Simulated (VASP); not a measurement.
# Cu in VASP: notebook

Runs on Cu. Level: PBE. Tasks: single point.

Program: VASP 6.6.1. These are calculated values, not measurements. Logs are shortened: lines on timing, memory, paths and dates and some standing lists are left out, and cuts for length are marked.

### 1 The cell of the first run

Symmetry: I4/mmm, No. 139, tetragonal system. Conventional cell: a = 2.505 Å, b = 2.505 Å, c = 3.615 Å, α = 90.00°, β = 90.00°, γ = 90.00°. Cu (site symmetry 4/mmm) has 12 Cu at 2.51 to 2.53 Å within 3.3 Å.

### 2 Single point, PBE (equal xx and yy strain of -2 %)

The input, INCAR:

```
ALGO = Normal
EDIFF = 1E-6
ENCUT = 520
GGA = PE
ISIF = 2
ISMEAR = -1
LASPH = T
LCHARG = F
LREAL = F
LWAVE = F
NBANDS = 12
NELM = 60
PREC = Accurate
SIGMA = 0.08
```

The input, KPOINTS:

```
k-points
0
Gamma
  19 19 19
```

The input, POSCAR:

```
Cu
1.0
    0.0000000000      1.7713500000      1.8075000000
    1.7713500000      0.0000000000      1.8075000000
    1.7713500000      1.7713500000      0.0000000000
Cu
1
Direct
    0.0000000000      0.0000000000      0.0000000000
```

Potentials or basis: VASP PAW PBE potentials, release 64 (Cu).

Run with:

```
> cat potpaw_PBE.64/Cu/POTCAR > POTCAR
> mpirun -np 1 vasp_std > vasp.out
```

OUTCAR:

```text
EDIFF = 1E-6
   ENCUT = 520
   GGA = PE
   ISIF = 2
   ISMEAR = -1
   LASPH = T
   LREAL = F
   NELM = 60
   PREC = Accurate

 ion  position               nearest neighbor table
   1  0.000  0.000  0.000-

  LATTYP: Found a body centered tetragonal cell.
 ALAT       =     2.5050671937
 C/A-ratio  =     1.4430750636

  Lattice vectors:

 A1 = (  -1.7713500000,   0.0000000000,   1.8075000000)
 A2 = (   1.7713500000,   0.0000000000,   1.8075000000)
 A3 = (   0.0000000000,   1.7713500000,  -1.8075000000)

Analysis of symmetry for initial positions (statically):
=====================================================================
 Subroutine PRICEL returns:
 Original cell was already a primitive cell.

 Routine SETGRP: Setting up the symmetry group for a
 body centered tetragonal supercell.

 Subroutine GETGRP returns: Found 16 space group operations
 (whereof 16 operations were pure point group operations)
 out of a pool of 16 trial point group operations.

The static configuration has the point symmetry D_4h.

Analysis of symmetry for dynamics (positions and initial velocities):
=====================================================================
 Subroutine PRICEL returns:
 Original cell was already a primitive cell.

 Routine SETGRP: Setting up the symmetry group for a
 body centered tetragonal supercell.

 Subroutine GETGRP returns: Found 16 space group operations
 (whereof 16 operations were pure point group operations)
 out of a pool of 16 trial point group operations.

The dynamic configuration has the point symmetry D_4h.

 Subroutine INISYM returns: Found 16 space group operations
 (whereof 16 operations are pure point group operations),
 and found     1 'primitive' translations

----------------------------------------------------------------------------------------

                                     Primitive cell

  volume of cell :      11.3427

  direct lattice vectors                    reciprocal lattice vectors
     0.000000000  1.771350000  1.807500000    -0.282270585  0.282270585  0.276625173
     1.771350000  0.000000000  1.807500000     0.282270585 -0.282270585  0.276625173
     1.771350000  1.771350000  0.000000000     0.282270585  0.282270585 -0.276625173

  length of vectors
     2.530758201  2.530758201  2.505067194     0.485669489  0.485669489  0.485669489

  position of ions in fractional coordinates (direct lattice)
     0.000000000  0.000000000  0.000000000

  ion indices of the primitive-cell ions
   primitive index   ion index
                 1           1

[... 73 lines left out ...]
   EDIFFG = 0.1E-04   stopping-criterion for IOM
   NSW    =      0    number of steps for IOM
   IBRION =     -1    ionic relax: 0-MD 1-quasi-New 2-CG
   NFREE  =      0    steps in history (QN), initial steepest desc. (CG)
   ISIF   =      2    stress and relaxation
   ISYM   =      2    0-nonsym 1-usesym 2-fastsym
   POTIM  = 0.5000    time-step for ionic-motion
   TEBEG  =    0.0;   TEEND  =   0.0 temperature during run
   PSTRESS=    0.0 pullay stress
   NELECT =      11.0000    total number of electrons
   NUPDOWN=      -1.0000    fix difference up-down
   EMIN   =  10.00;   EMAX   =-10.00  energy-range for DOS
   EFERMI =   0.00;   METHOD = LEGACY
   ISMEAR =    -1;   SIGMA  =   0.08  broadening in eV -4-tet -1-fermi 0-gaus
   EFERMI_NEDOS =   21; number of points for ismear=-14 and -15
   IALGO  =     38    algorithm
   IMIX   =      4    mixing-type and parameters
     AMIX     =   0.40;   BMIX     =  1.00
     AMIX_MAG =   1.60;   BMIX_MAG =  1.00
  volume/ion in A,a.u.               =      11.34        76.54
  Fermi-wavevector in a.u.,A,eV,Ry     =   1.620442  3.062191 35.726597  2.625831
  Thomas-Fermi vector in A             =   2.714380
   LORBIT       =      0    0 simple, 1 ext, 2 COOP (PROOUT), +10 PAW based schemes
   GGA     = PE    functional components
   LHFCALC =     F    Hartree Fock is set to
   AEXX    =    0.0000 exact exchange contribution
   IVDW    =     0    specifies the selected vdW correction
   LEPSILON=     F    determine dielectric tensor
   LRPA    =     F    only Hartree local field effects (RPA)
 non-spin polarized calculation
  energy-cutoff  :      520.00
  volume of cell :       11.34
 maximum number of plane-waves:       318
   NGX =  9   NGY =  9   NGZ =  9

 number of electron      11.0000011 magnetization

 Free energy of the ion-electron system (eV)
  ---------------------------------------------------
  ext. energy  EPLUGINS =         0.00000000
  ---------------------------------------------------
  free energy    TOTEN  =        -3.71160631 eV

  energy without entropy =       -3.70470736  energy(sigma->0) =       -3.70815683

 E-fermi :   8.1480     XC(G=0): -12.9628

 val. band max:        8.1364301902   @ k =  -0.3684   0.0526   0.1579
 cond. band min:       8.1649598698   @ k =  -0.3158   0.0000   0.2105
 fundamental gap:      0.0285296796
 Fermi energy:         8.1480371904

 k-point     1 :       0.0000    0.0000    0.0000
  band No.  band energies     occupation
      1      -1.5664      2.00000
      2       4.8682      2.00000
      3       4.9734      2.00000
      4       4.9734      2.00000
      5       5.7587      2.00000
      6       5.8638      2.00000
      7      31.0221      0.00000
      8      33.9101      0.00000
      9      34.0135      0.00000
     10      34.0135      0.00000
     11      36.4897      0.00000
     12      36.4905      0.00000
[... 331 lines left out ...]
 k-point    24 :      -0.2632    0.0526    0.0000
  band No.  band energies     occupation
      1       1.1890      2.00000
      2       4.6495      2.00000
      3       5.0226      2.00000
      4       5.1564      2.00000
      5       5.8792      2.00000
      6       6.1249      2.00000
      7      19.4222      0.00000
      8      28.1669      0.00000
      9      31.8924      0.00000
     10      33.2434      0.00000
     11      35.6137      0.00000
     12      36.6939      0.00000

 [... further k-points ...]
[... 5 lines left out ...]
  --------------------------------------------------------------------------------------
  -------------------------------------------------------------------------------------
  Total        0.6643367      0.6643367      0.5773494      0.0000000      0.0000000     -0.0000000
  in kB       93.8386561     93.8386561     81.5515547      0.0000000      0.0000000     -0.0000000
  external PRESSURE =      89.7429557 kB  Pullay stress =       0.0000000 kB

 VOLUME and BASIS-vectors are now :
 -----------------------------------------------------------------------------
  energy-cutoff  :      520.00
  volume of cell :       11.34
      direct lattice vectors                 reciprocal lattice vectors
     0.000000000  1.771350000  1.807500000    -0.282270585  0.282270585  0.276625173
     1.771350000  0.000000000  1.807500000     0.282270585 -0.282270585  0.276625173
     1.771350000  1.771350000  0.000000000     0.282270585  0.282270585 -0.276625173

 POSITION                                       TOTAL-FORCE (eV/Angst)
 -----------------------------------------------------------------------------------
      0.00000      0.00000      0.00000         0.000000      0.000000      0.000000
 -----------------------------------------------------------------------------------
    total drift:                                0.000000      0.000000      0.000000

  FREE ENERGIE OF THE ION-ELECTRON SYSTEM (eV)
  ---------------------------------------------------
  free  energy   TOTEN  =        -3.7116063122 eV

  energy  without entropy=       -3.7047073577  energy(sigma->0) =       -3.70815683
```

Wall time 26 s (1 thread of Intel Xeon 6975P-C (Granite Rapids), shared host); peak memory 0.18 GiB.

What came out:

| Item | Value |
| --- | --- |
| Free energy | -3.7116 eV |
| Pressure | 9.0 GPa |

Stress tensor (GPa, compression positive):
```
9.38 0.00 0.00
0.00 9.38 0.00
0.00 0.00 8.16
```

Caveat: the cell differs from its parent crystal (equal xx and yy strain of -2 %).

### 3 Single point, PBE (equal xx and yy strain of +1 %)

The input, INCAR:

```
SYSTEM = Cu
ALGO = Normal
EDIFF = 1E-6
ENCUT = 520
GGA = PE
ISIF = 2
ISMEAR = -1
LASPH = .TRUE.
LCHARG = .FALSE.
LREAL = .FALSE.
LWAVE = .FALSE.
NBANDS = 12
NELM = 80
PREC = Accurate
SIGMA = 0.08
```

The input, KPOINTS:

```
k-points
0
G
  19 19 19
  0 0 0
```

The input, POSCAR:

```
Cu
1.0
    0.0000000000      1.8255750000      1.8075000000
    1.8255750000      0.0000000000      1.8075000000
    1.8255750000      1.8255750000      0.0000000000
Cu
1
Direct
    0.0000000000      0.0000000000      0.0000000000
```

Potentials or basis: VASP PAW PBE potentials, release 64 (Cu).

Run with:

```
> cat potpaw_PBE.64/Cu/POTCAR > POTCAR
> mpirun -np 1 vasp_std > vasp.out
```

Wall time 25 s (1 thread of Intel Xeon 6975P-C (Granite Rapids), shared host); peak memory 0.19 GiB.

Results (log left out):

- Free energy: -3.7296 eV
- Pressure: -0.6 GPa

Stress tensor (GPa, compression positive):
```
-0.70  0.00  0.00
 0.00 -0.70  0.00
 0.00  0.00 -0.32
```

Levels at points of the mesh, in eV from the Fermi level:
```tsv
k point	band 2	band 3	band 4	band 5	band 6	band 7	band 8	band 9	band 10	band 11
(0.00, 0.00, 0.00)	-3.03	-3.03	-2.98	-2.24	-2.19	22.40	24.88	24.88	24.91	27.35
```

Caveat: the cell differs from its parent crystal (equal xx and yy strain of +1 %).

### 4 Single point, PBE (equal xx and yy strain of +3 %)

The input, INCAR:

```
SYSTEM = Cu
  PREC = Accurate
  ENCUT = 520
  EDIFF = 1E-6
  ISMEAR = -1
  SIGMA = 0.08
  LREAL = .FALSE.
  LASPH = .TRUE.
  NELM = 100
  ALGO = Normal
  ISIF = 2
  LWAVE = .FALSE.
  LCHARG = .FALSE.
  GGA = PE
  NBANDS = 12
```

The input, KPOINTS:

```
Automatic mesh
0
G
  19 19 19
  0 0 0
```

The input, POSCAR:

```
Cu
1.0
    0.0000000000      1.8617250000      1.8075000000
    1.8617250000      0.0000000000      1.8075000000
    1.8617250000      1.8617250000      0.0000000000
Cu
1
Direct
    0.0000000000      0.0000000000      0.0000000000
```

Run with:

```
> cat potpaw_PBE.64/Cu/POTCAR > POTCAR
> mpirun -np 1 vasp_std > vasp.out
```

Wall time 24 s (1 thread of Intel Xeon 6975P-C (Granite Rapids), shared host); peak memory 0.19 GiB.

Results (log left out):

| Item | Value |
| --- | --- |
| Free energy | -3.7200 eV |
| Pressure | -5.3 GPa |

Stress tensor (GPa, compression positive):
```
-5.63  0.00  0.00
 0.00 -5.63  0.00
 0.00  0.00 -4.65
```

Levels at points of the mesh, in eV from the Fermi level:
| k point | band 3 | band 4 | band 5 | band 6 | band 7 | band 8 | band 9 | band 10 |
| --- | --- | --- | --- | --- | --- | --- | --- | --- |
| (0.00, 0.00, 0.00) | -2.93 | -2.80 | -2.20 | -2.08 | 22.11 | 24.27 | 24.27 | 24.34 |

Caveat: the cell differs from its parent crystal (equal xx and yy strain of +3 %).

### 5 Single point, PBE (equal xy, yz and zx shear strains of -3 %)

The input, INCAR:

```
SYSTEM = Cu
PREC     = Accurate       ! precision mode
ENCUT    = 520            ! plane-wave cutoff, eV
EDIFF    = 1E-7           ! SCF threshold, eV
ISMEAR   = -1             ! smearing method
SIGMA    = 0.08           ! smearing width, eV
LREAL    = .False.        ! projectors in reciprocal space
LASPH    = .True.         ! aspherical terms in the spheres
NELM     = 60             ! most SCF steps
ALGO     = Normal         ! electronic algorithm
ISIF     = 2              ! what is computed and relaxed
LWAVE    = .False.        ! write WAVECAR
LCHARG   = .True.         ! write CHGCAR
GGA      = PE             ! functional
LELF     = .True.         ! ELF
LVHAR    = .True.       
NBANDS   = 12             ! bands
```

The input, KPOINTS:

```
regular mesh
0
Gamma
  19 19 19
  0 0 0
```

The input, POSCAR:

```
Cu
1.0
   -0.0542250000      1.7803875000      1.7803875000
    1.7803875000     -0.0542250000      1.7803875000
    1.7803875000      1.7803875000     -0.0542250000
Cu
1
Direct
    0.0000000000      0.0000000000      0.0000000000
```

Run with:

```
> cat potpaw_PBE.64/Cu/POTCAR > POTCAR
> mpirun -np 1 vasp_std > vasp.out
```

Wall time 48 s (1 thread of AMD EPYC 9R45 (Zen 5), shared host); peak memory 0.17 GiB.

The run converged. Its results:

```yaml
Free_energy: -3.7210 eV
Pressure: 2.7 GPa
```

Stress tensor (GPa, compression positive):
```
2.72 2.17 2.17
2.17 2.72 2.17
2.17 2.17 2.72
```

Levels at points of the mesh, in eV from the Fermi level:
| k point | band 2 | band 3 | band 4 | band 5 | band 6 | band 7 | band 8 | band 9 | band 10 | band 11 |
| --- | --- | --- | --- | --- | --- | --- | --- | --- | --- | --- |
| (0.00, 0.00, 0.00) | -3.16 | -3.16 | -2.90 | -2.23 | -2.23 | 22.34 | 24.50 | 24.50 | 26.99 | 27.11 |

Caveat: the cell differs from its parent crystal (equal xy, yz and zx shear strains of -3 %).

### 6 Summary

```csv
cell,gap on the mesh (eV),pressure (GPa)
"a = 2.531, b = 2.531, c = 2.505 Å, angles 60.3, 60.3, 59.3°, 1 atom",none,9.0
"a = 2.569, b = 2.569, c = 2.582 Å, angles 59.8, 59.8, 60.3°, 1 atom",none,-0.6
"a = 2.595, b = 2.595, c = 2.633 Å, angles 59.5, 59.5, 61.0°, 1 atom",none,-5.3
"a = 2.518 Å, angles 62.0°, 1 atom",none,2.7
```

Alike in all rows: task single point; level PBE; potentials or basis VASP PAW PBE potentials, release 64 (Cu); no spin polarisation; k mesh 19 × 19 × 19; cutoff (eV) 520; smearing fermi-dirac 0.08 eV.

Absolute energies hang on the potentials; compare differences alone.
